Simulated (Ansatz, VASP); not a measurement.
**NiO: VASP beside Ansatz**

The input POSCAR:

```
NiO
1.0
    0.0000000000      2.0719018797      2.0719018797
    2.0719018797      0.0000000000      2.0719018797
    2.0719018797      2.0719018797      0.0000000000
Ni O
1 1
Direct
    0.0000000000      0.0000000000      0.0000000000
    0.5000000000      0.5000000000      0.5000000000
```

File INCAR.step1:

```
PREC = Accurate
ENCUT = 520
EDIFF = 1E-5
ISMEAR = -1
SIGMA = 0.05
LREAL = F
LASPH = T
NELM = 150
ALGO = Normal
ISIF = 2
LWAVE = T
LCHARG = F
ISPIN = 2
MAGMOM = 1 0
LORBIT = 11
LMAXMIX = 4
NBANDS = 19
GGA = PE
```

INCAR.step2

```
PREC = Accurate
ENCUT = 520
EDIFF = 1E-6
ISMEAR = -1
SIGMA = 0.05
LREAL = F
LASPH = T
NELM = 150
ALGO = Normal
ISIF = 2
LWAVE = F
LCHARG = F
ISPIN = 2
MAGMOM = 1 0
LORBIT = 11
LMAXMIX = 4
METAGGA = R2SCAN
LHFCALC = T
AEXX = 0.25
LMIXTAU = T
PRECFOCK = Normal
NBANDS = 19
ISTART = 1
```

File KPOINTS:

```
regular mesh
0
Gamma
  6 6 6
```

File input.yaml:

```yaml
crystal:
  lattice:
    - [0.0, 2.0719018797, 2.0719018797]
    - [2.0719018797, 0.0, 2.0719018797]
    - [2.0719018797, 2.0719018797, 0.0]
  atoms:
    - { symbol: Ni, position: [0.0, 0.0, 0.0], spin: 1.0 }
    - { symbol: O, position: [0.5, 0.5, 0.5] }
hamiltonian:
  xc: r2scan0
  pseudopotentials: { kind: paw }
magnetization:
  spin_polarized: true
kpoints:
  mp_grid: { grid: [6, 6, 6] }
scf:
  occupations: { method: fermi_dirac, width: 0.05 }
output:
  forces: true
  stress: true
  eigenvalues: true
```

Alike in both runs: task single point; functional r2SCAN0; k mesh 6 × 6 × 6; occupations fermi-dirac, width 0.05 eV; collinear spin.

```csv
,VASP,Ansatz
version,VASP 6.6.1,Ansatz 0.2.0
potentials or method,"VASP PAW PBE potentials, release 64 (Ni, O)",Ansatz PAW
plane-wave cutoff (eV),520,500
valence electrons in the cell,16,24
```

Ansatz gave:

- gap on the k mesh at the Fermi level (eV): 4.90
- least direct gap on the mesh (eV): 5.95
- pressure (GPa): 4.9
- net moment per atom (μB): 1.00
- size of the moment on the site where the two differ most (μB): 1.75

Question: Which values does VASP return?

Answer: gap on the k mesh at the Fermi level (eV): 4.83; least direct gap on the mesh (eV): 5.88; pressure (GPa): 5.3; net moment per atom (μB): 1.00; size of the moment on the site where the two differ most (μB): 1.77.

VASP's potentials were made for PBE, not for r2SCAN0. Site moments also hang on the region over which each program counts them. The functional is the same, so the differences come from potentials, cutoffs and numerics. VASP's potentials hold 16 valence electrons a cell and Ansatz's 24, so a difference there can come from the potentials and not from the codes.

The k mesh is coarse, so the values compare programs but aren't converged. Noted on Ansatz's run: the magnetic or orbital state may not be the lowest.
